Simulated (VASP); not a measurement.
Wanted: the native input for a VASP 6.6.1 run.

- Task: relaxation of cell and atoms
- Functional: LDA
- Potentials or basis: VASP PAW LDA potentials, release 64 (Hg, Te)
- Cutoff: 600 eV
- k mesh: 7 × 7 × 7
- Occupations: fermi-dirac, width 0.05 eV
- Spin: no spin polarisation
- Dipole correction: no
- Further INCAR settings: ALGO = Normal; EDIFF = 1e-07; IBRION = 2; EDIFFG = -0.01; NSW = 60; ISIF = 3

The structure of HgTe (Coloradoite) lies in POSCAR:

```
HgTe
1.0
    0.0000000000      3.2145000000      3.2145000000
    3.2145000000      0.0000000000      3.2145000000
    3.2145000000      3.2145000000      0.0000000000
Hg Te
1 1
Direct
    0.0000000000      0.0000000000      0.0000000000
    0.7500000000      0.7500000000      0.7500000000
```

These files were run (other wordings do the same):

INCAR

```
SYSTEM = HgTe
PREC     = Accurate       ! precision mode
ENCUT    = 600            ! plane-wave cutoff, eV
EDIFF    = 1E-7           ! SCF threshold, eV
ISMEAR   = -1             ! smearing method
SIGMA    = 0.05           ! smearing width, eV
LREAL    = .False.        ! projectors in reciprocal space
LASPH    = .True.         ! aspherical terms in the spheres
NELM     = 60             ! most SCF steps
ALGO     = Normal         ! electronic algorithm
ISIF     = 3              ! what is computed and relaxed
LWAVE    = .False.        ! write WAVECAR
LCHARG   = .False.        ! write CHGCAR
GGA      = CA             ! functional
IBRION   = 2              ! ionic algorithm
NSW      = 60             ! ionic steps
EDIFFG   = -0.01          ! ionic threshold
```

KPOINTS

```
Automatic mesh
0
Gamma
  7 7 7
  0 0 0
```

Potentials or basis: VASP PAW LDA potentials, release 64 (Hg, Te).

The run is started by

```sh
$ cat potpaw_LDA.64/Hg/POTCAR potpaw_LDA.64/Te/POTCAR > POTCAR
$ mpirun -np 1 vasp_std > vasp.out
```

It gave:

```json
{"Relaxed volume": "33.54 Å³/atom", "Relaxed cell": "a = 4.561 Å, b = 4.561 Å, c = 4.561 Å, α = 60.00°, β = 60.00°, γ = 60.00°", "Space group after relaxing (to 0.05 Å)": "F-43m (No. 216)", "Energy gained by relaxing": "0.5 meV/atom", "Ionic steps": "3", "Pressure after relaxing": "0.0 GPa", "Band gap on the k mesh": "zero (filled and empty bands touch)"}
```

Caveat: spin-orbit coupling is left out, which moves the levels of the heavy elements.

It took 29 s on 1 thread of Intel(R) Xeon(R) Platinum 8559C (Emerald Rapids), with other jobs on the host, peak memory 0.18 GiB.
